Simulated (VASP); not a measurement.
# B (P6_3/mmc) in VASP: relaxation of cell and atoms with PBE

Aim: the relaxation of cell and atoms of B with PBE.

Everything below comes from runs of VASP 6.6.1. Logs are shortened: lines on timing, memory, paths and dates and some standing lists are left out, and cuts for length are marked.

**1. The cell of the first run**

Symmetry: P6_3/mmc, No. 194, hexagonal system. Conventional cell: a = 2.018 Å, b = 2.018 Å, c = 3.269 Å, α = 90.00°, β = 90.00°, γ = 120.00°. Within 2.7 Å of B (site symmetry -6m2) lie 12 B at 2.01 to 2.02 Å.

This isn't the form of B at room conditions, which is rhombohedral.

**2. Relaxation of cell and atoms, PBE, target pressure 5.9 GPa, at which the enthalpy is minimised**

Input file INCAR:

```
PREC = Accurate ; ENCUT = 910
EDIFF = 1E-7 ; ISMEAR = -1
SIGMA = 0.08 ; LREAL = F
LASPH = T ; NELM = 120
ALGO = Normal ; ISIF = 3
LWAVE = F ; LCHARG = F
GGA = PE ; IBRION = 2
NSW = 60 ; EDIFFG = -0.005
PSTRESS = 59.0 ; GGA_COMPAT = F
NELMIN = 4
```

Input file KPOINTS:

```
Automatic mesh
0
Gamma
  21 21 11
```

Input file POSCAR:

```
B
1.0
    2.0179482573      0.0000000000      0.0000000000
   -1.0089741287      1.7475944544      0.0000000000
    0.0000000000      0.0000000000      3.2690761769
B
2
Direct
    0.3333333333      0.6666666667      0.2500000000
    0.6666666667      0.3333333333      0.7500000000
```

Potentials or basis: VASP PAW PBE potentials, release 64 (B_h).

Launch:

```bash
$ cat potpaw_PBE.64/B_h/POTCAR > POTCAR
$ mpirun -np 1 vasp_std > vasp.out
```

OUTCAR:

```text
PREC = Accurate
   ENCUT = 910
   EDIFF = 1E-7
   ISMEAR = -1
   LREAL = F
   LASPH = T
   NELM = 120
   ISIF = 3
   GGA = PE
   IBRION = 2
   NSW = 60
   EDIFFG = -0.005
   PSTRESS = 59.0
   NELMIN = 4

 ion  position               nearest neighbor table
   1  0.333  0.667  0.250-
   2  0.667  0.333  0.750-

  LATTYP: Found a hexagonal cell.
 ALAT       =     2.0179482573
 C/A-ratio  =     1.6200000000

  Lattice vectors:

 A1 = (   2.0179482573,   0.0000000000,   0.0000000000)
 A2 = (  -1.0089741287,   1.7475944544,   0.0000000000)
 A3 = (   0.0000000000,   0.0000000000,   3.2690761769)

Analysis of symmetry for initial positions (statically):
=====================================================================
 Subroutine PRICEL returns:
 Original cell was already a primitive cell.

 Routine SETGRP: Setting up the symmetry group for a
 hexagonal supercell.

 Subroutine GETGRP returns: Found 24 space group operations
 (whereof 12 operations were pure point group operations)
 out of a pool of 24 trial point group operations.

The static configuration has the point symmetry D_3d.
 The point group associated with its full space group is D_6h.

Analysis of symmetry for dynamics (positions and initial velocities):
=====================================================================
 Subroutine PRICEL returns:
 Original cell was already a primitive cell.

 Routine SETGRP: Setting up the symmetry group for a
 hexagonal supercell.

 Subroutine GETGRP returns: Found 24 space group operations
 (whereof 12 operations were pure point group operations)
 out of a pool of 24 trial point group operations.

The dynamic configuration has the point symmetry D_3d.
 The point group associated with its full space group is D_6h.

 Subroutine INISYM returns: Found 24 space group operations
 (whereof 12 operations are pure point group operations),
 and found     1 'primitive' translations

----------------------------------------------------------------------------------------

                                     Primitive cell

  volume of cell :      11.5286

  direct lattice vectors                    reciprocal lattice vectors
     2.017948257  0.000000000  0.000000000     0.495552845  0.286107568  0.000000000
    -1.008974129  1.747594454  0.000000000     0.000000000  0.572215137  0.000000000
     0.000000000  0.000000000  3.269076177     0.000000000  0.000000000  0.305896818

  length of vectors
     2.017948257  2.017948257  3.269076177     0.572215137  0.572215137  0.305896818

  position of ions in fractional coordinates (direct lattice)
     0.333333333  0.666666667  0.250000000
     0.666666667  0.333333333  0.750000000

  ion indices of the primitive-cell ions
   primitive index   ion index
                 1           1
                 2           2

----------------------------------------------------------------------------------------

 KPOINTS: Automatic mesh

Automatic generation of k-mesh.
 Grid dimensions read from file:
 generate k-points for:   21   21   11

 Generating k-lattice:

  Cartesian coordinates                     Fractional coordinates (reciprocal lattice)
     0.023597755  0.013624170  0.000000000     0.047619048 -0.000000000  0.000000000
     0.000000000  0.027248340  0.000000000     0.000000000  0.047619048  0.000000000
     0.000000000  0.000000000  0.027808802     0.000000000  0.000000000  0.090909091

  Length of vectors
     0.027248340  0.027248340  0.027808802

  Shift w.r.t. Gamma in fractional coordinates (k-lattice)
     0.000000000  0.000000000  0.000000000

 Subroutine IBZKPT returns following result:
 ===========================================

 Found    288 irreducible k-points:

 Following reciprocal coordinates:
            Coordinates               Weight
  0.000000  0.000000  0.000000      1.000000
  0.047619  0.000000  0.000000      6.000000
  0.095238  0.000000  0.000000      6.000000
  0.142857  0.000000  0.000000      6.000000
  0.190476  0.000000  0.000000      6.000000
  0.238095  0.000000  0.000000      6.000000
[... 16 lines left out ...]
  0.142857  0.095238  0.000000     12.000000
  0.190476  0.095238  0.000000     12.000000
 [... further k-points ...]
   k-points           NKPTS =    288   k-points in BZ     NKDIM =    288   number of bands    NBANDS=      7
   number of dos      NEDOS =    301   number of ions     NIONS =      2
   total plane-waves  NPLWV =  12800
   dimension x,y,z NGX =    20 NGY =   20 NGZ =   32
   dimension x,y,z NGXF=    40 NGYF=   40 NGZF=   64
   ions per type =               2
   NGX,Y,Z   is equivalent  to a cutoff of  16.48, 16.48, 16.27 a.u.
   NGXF,Y,Z  is equivalent  to a cutoff of  32.95, 32.95, 32.55 a.u.
 SYSTEM =  unknown system
   PREC   = accura    normal or accurate (medium, high low for compatibility)
   ISTART =      0    job   : 0-new  1-cont  2-samecut
   ICHARG =      2    charge: 1-file 2-atom 10-const
   ISPIN  =      1    spin polarized calculation?
   LNONCOLLINEAR =      F non collinear calculations
   LSORBIT =      F    spin-orbit coupling
   LASPH  =      T    aspherical Exc in radial PAW
   ENCUT  =  910.0 eV  66.88 Ry    8.18 a.u.   4.96  4.96  8.04*2*pi/ulx,y,z
   NELM   =    120;   NELMIN=  4; NELMDL= -5     # of ELM steps
   EDIFF  = 0.1E-06   stopping-criterion for ELM
   LREAL  =      F    real-space projection
   EDIFFG = -.5E-02   stopping-criterion for IOM
   NSW    =     60    number of steps for IOM
   IBRION =      2    ionic relax: 0-MD 1-quasi-New 2-CG
   NFREE  =      1    steps in history (QN), initial steepest desc. (CG)
   ISIF   =      3    stress and relaxation
   ISYM   =      2    0-nonsym 1-usesym 2-fastsym
   POTIM  = 0.5000    time-step for ionic-motion
   TEBEG  =    0.0;   TEEND  =   0.0 temperature during run
   PSTRESS=   59.0 pullay stress
   NELECT =       6.0000    total number of electrons
   NUPDOWN=      -1.0000    fix difference up-down
   EMIN   =  10.00;   EMAX   =-10.00  energy-range for DOS
   EFERMI =   0.00;   METHOD = LEGACY
   ISMEAR =    -1;   SIGMA  =   0.08  broadening in eV -4-tet -1-fermi 0-gaus
   EFERMI_NEDOS =   21; number of points for ismear=-14 and -15
   IALGO  =     38    algorithm
   IMIX   =      4    mixing-type and parameters
     AMIX     =   0.40;   BMIX     =  1.00
     AMIX_MAG =   1.60;   BMIX_MAG =  1.00
  volume/ion in A,a.u.               =       5.76        38.90
  Fermi-wavevector in a.u.,A,eV,Ry     =   1.316841  2.488469 23.593458  1.734070
  Thomas-Fermi vector in A             =   2.446924
   LORBIT       =      0    0 simple, 1 ext, 2 COOP (PROOUT), +10 PAW based schemes
   GGA     = PE    functional components
   LHFCALC =     F    Hartree Fock is set to
   AEXX    =    0.0000 exact exchange contribution
   IVDW    =     0    specifies the selected vdW correction
   LEPSILON=     F    determine dielectric tensor
   LRPA    =     F    only Hartree local field effects (RPA)
 conjugate gradient relaxation of ions
 non-spin polarized calculation
  energy-cutoff  :      910.00
  volume of cell :       11.53
 maximum number of plane-waves:       744
 NGX is ok and might be reduce to    20
   NGX =  9   NGY =  9   NGZ = 17

--------------------------------------- Ionic step        1  -------------------------------------------

 number of electron       6.0000000 magnetization

 Free energy of the ion-electron system (eV)
  ---------------------------------------------------
  ext. energy  EPLUGINS =         0.00000000
  ---------------------------------------------------
  free energy    TOTEN  =       -10.30501940 eV

  energy without entropy =      -10.29656487  energy(sigma->0) =      -10.30079214

------------------------ aborting loop because EDIFF is reached ----------------------------------------

  FORCE on cell =-STRESS in cart. coord.  units (eV):
  Direction    XX          YY          ZZ          XY          YZ          ZX
  --------------------------------------------------------------------------------------
  -------------------------------------------------------------------------------------
  Total        0.3313073      0.3313073      1.4335560     -0.0000000      0.0000000      0.0000000
  in kB       46.0432404     46.0432404    199.2276140     -0.0000000      0.0000000      0.0000000
  external PRESSURE =      38.1046983 kB  Pullay stress =      59.0000000 kB
[... 97 lines left out ...]
  energy  without entropy=      -10.4140716672  energy(sigma->0) =      -10.42099680

  enthalpy is  TOTEN    =        -9.9703959631 eV   P V=        0.4575259632

 E-fermi :  10.3288     XC(G=0): -12.4951

 val. band max:       10.3067780240   @ k =   0.4286   0.0000   0.3636
 cond. band min:      10.3319389404   @ k =   0.3810   0.0952   0.0909
 fundamental gap:      0.0251609165
 Fermi energy:        10.3288125486

 k-point     1 :       0.0000    0.0000    0.0000
  band No.  band energies     occupation
      1      -6.7937      2.00000
      2       0.7275      2.00000
      3       0.7449      2.00000
      4      18.1893      0.00000
      5      26.3727      0.00000
      6      26.3727      0.00000
      7      27.4477      0.00000
[... 221 lines left out ...]
 k-point    24 :       0.1905    0.0952    0.0000
  band No.  band energies     occupation
      1      -4.1941      2.00000
      2       2.7074      2.00000
      3       3.8031      2.00000
      4      17.7821      0.00000
      5      19.6059      0.00000
      6      20.5235      0.00000
      7      21.5076      0.00000

 [... further k-points ...]

[... ionic steps 4 to 29 ...]

--------------------------------------- Ionic step       30  -------------------------------------------

 number of electron       6.0000002 magnetization

------------------------ aborting loop because EDIFF is reached ----------------------------------------
[... 71 lines left out ...]
--------------------------------------- Ionic step       32  -------------------------------------------

 number of electron       6.0000002 magnetization

 Free energy of the ion-electron system (eV)
  ---------------------------------------------------
  ext. energy  EPLUGINS =         0.00000000
  ---------------------------------------------------
  free energy    TOTEN  =       -11.50635318 eV

  energy without entropy =      -11.49216885  energy(sigma->0) =      -11.49926102

 E-fermi :   9.7875     XC(G=0): -11.7938

 val. band max:        9.7834155629   @ k =   0.3333   0.2381   0.3636
 cond. band min:       9.8024956644   @ k =   0.2857   0.2857   0.4545
 fundamental gap:      0.0190801015
 Fermi energy:         9.7875254174

 k-point     1 :       0.0000    0.0000    0.0000
  band No.  band energies     occupation
      1      -8.3485      2.00000
      2      -6.7435      2.00000
      3      -0.5167      2.00000
      4       5.2593      2.00000
      5      14.6684      0.00000
      6      27.6851      0.00000
      7      34.8062      0.00000
[... 221 lines left out ...]
 k-point    24 :       0.1905    0.0952    0.0000
  band No.  band energies     occupation
      1      -5.3244      2.00000
      2      -4.0275      2.00000
      3       3.7313      2.00000
      4       9.3161      1.99450
      5      17.0590      0.00000
      6      23.3472      0.00000
      7      24.6793      0.00000

 [... further k-points ...]

------------------------ aborting loop because EDIFF is reached ----------------------------------------

  FORCE on cell =-STRESS in cart. coord.  units (eV):
  Direction    XX          YY          ZZ          XY          YZ          ZX
  --------------------------------------------------------------------------------------
  -------------------------------------------------------------------------------------
  Total        0.5218552      0.5218552      0.5270057     -0.0000000     -0.0000000      0.0000000
  in kB       58.5091905     58.5091905     59.0866487     -0.0000000     -0.0000000      0.0000000
  external PRESSURE =      -0.2983234 kB  Pullay stress =      59.0000000 kB
[... 21 lines left out ...]
  energy  without entropy=      -11.4921688521  energy(sigma->0) =      -11.49926102

  enthalpy is  TOTEN    =       -10.9801203398 eV   P V=        0.5262328442

 reached required accuracy - stopping structural energy minimisation
```

It took 8.2 min on 1 thread of AMD EPYC 7R13 (Zen 3), shared host; peak memory 0.13 GiB.

What came out:

* Free energy: -11.5064 eV
* Relaxed volume: 7.15 Å³/atom
* Relaxed cell: a = 1.702 Å, b = 1.702 Å, c = 5.697 Å, α = 90.00°, β = 90.00°, γ = 120.00°
* Space group after relaxing (to 0.1 Å): P6_3/mmc (No. 194)
* Energy change on relaxing (the run minimises the enthalpy): -600.7 meV/atom
* Ionic steps: 32
* Pressure after relaxing: 5.9 GPa
* Band gap on the k mesh: zero (bands 3 and 4 overlap by 9.87 eV)

Step by step:
| step | energy change (eV) | largest force (eV/Å) | pressure (GPa) | volume (Å³) |
| --- | --- | --- | --- | --- |
| 1 | 0.0000 | 0.0000 | 9.71 | 11.53 |
| 2 | -0.0331 | 0.0000 | 4.03 | 11.76 |
| 3 | -0.1229 | 0.0000 | -8.12 | 12.42 |
| 4 | -0.3135 | 0.0000 | -20.71 | 13.70 |
| 5 | -0.4840 | 0.0000 | -30.50 | 15.99 |
| 6 | -0.4466 | 0.0000 | -28.82 | 15.25 |
| 7 | -0.3980 | 0.0000 | -25.97 | 14.49 |
| 8 | -0.4235 | 0.0000 | -27.57 | 14.87 |
| 9 | -0.4270 | 0.0000 | -27.62 | 14.89 |
| 10 | -0.4374 | 0.0000 | -27.72 | 14.96 |
| 11 | -0.4574 | 0.0000 | -27.84 | 15.08 |
| 12 | -0.4948 | 0.0000 | -28.00 | 15.33 |
| 13 | -0.5748 | 0.0000 | -28.01 | 15.79 |
| 14 | -0.8222 | 0.0000 | -28.86 | 16.60 |
| 15 | -0.9672 | 0.0000 | -16.01 | 17.73 |
| 16 | -0.9679 | 0.0000 | -27.21 | 17.08 |
| 17 | -0.9969 | 0.0000 | -25.85 | 17.23 |
| 18 | -1.0600 | 0.0000 | -22.34 | 16.88 |
| 19 | -1.1665 | 0.0000 | -9.45 | 15.93 |
| 20 | -0.9648 | 0.0000 | 32.22 | 14.12 |
| 21 | -1.1741 | 0.0000 | -0.63 | 15.44 |
| 22 | -1.1719 | 0.0000 | 0.82 | 15.36 |
| 23 | -1.1796 | 0.0000 | 1.18 | 15.26 |
| 24 | -1.1972 | 0.0000 | 2.46 | 14.95 |
| 25 | -1.2029 | 0.0000 | 5.53 | 14.34 |
| 26 | -1.2012 | 0.0000 | 5.84 | 14.29 |
| 27 | -1.2020 | 0.0000 | 5.71 | 14.31 |
| 28 | -1.2018 | 0.0000 | 5.80 | 14.30 |
| 29 | -1.2018 | 0.0000 | 5.81 | 14.30 |
| 30 | -1.2018 | 0.0000 | 5.82 | 14.30 |
| 31 | -1.2016 | 0.0000 | 5.84 | 14.30 |
| 32 | -1.2013 | 0.0000 | 5.87 | 14.29 |

Final structure:
```xyz
2
Lattice="1.7019 0.0000 0.0000 -0.8510 1.4739 0.0000 0.0000 0.0000 5.6968" Properties=species:S:1:pos:R:3 pbc="T T T"
B     0.0000    0.9826    1.4242
B     0.8510    0.4913    4.2726
```

Caveat: the cell is relaxed towards a set pressure, so the run minimises the enthalpy, not the energy; the volume moved by over 15 % at a fixed basis, so the end points are rough.
